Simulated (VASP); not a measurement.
Here is a VASP 6.6.1 calculation.

File INCAR:

```
PREC     = Accurate       # precision mode
ENCUT    = 750            # plane-wave cutoff, eV
EDIFF    = 1E-6           # SCF threshold, eV
ISMEAR   = 0              # smearing method
SIGMA    = 0.02           # smearing width, eV
LREAL    = F              # projectors in reciprocal space
LASPH    = T              # aspherical terms in the spheres
NELM     = 120            # most SCF steps
ALGO     = Normal         # electronic algorithm
ISIF     = 2              # what is computed and relaxed
LWAVE    = F              # write WAVECAR
LCHARG   = T              # write CHGCAR
GGA      = PE             # functional
LELF     = T              # ELF
LVHAR    = T            
NBANDS   = 12             # bands
GGA_COMPAT= F
```

Contents of KPOINTS:

```
Automatic mesh
0
Gamma
  8 8 8
```

POSCAR

```
LiBr
1.0
    0.0000000000      2.7552749197      2.7552749197
    2.7552749197      0.0000000000      2.7552749197
    2.7552749197      2.7552749197      0.0000000000
Li Br
1 1
Direct
    0.0000000000      0.0000000000      0.0000000000
    0.5000000000      0.5000000000      0.5000000000
```

Potentials or basis: VASP PAW PBE potentials, release 64 (Li_sv, Br).

Command:

```console
$ cat potpaw_PBE.64/Li_sv/POTCAR potpaw_PBE.64/Br/POTCAR > POTCAR
$ mpirun -np 1 vasp_std > vasp.out
```

Task: Estimate the pressure.

Result: 0.0 GPa.

Task: What does it give for the band gap on the k mesh?

Result: 4.92 eV, direct.

Expect the measured gap to be larger: semilocal functionals such as PBE lack the derivative discontinuity.
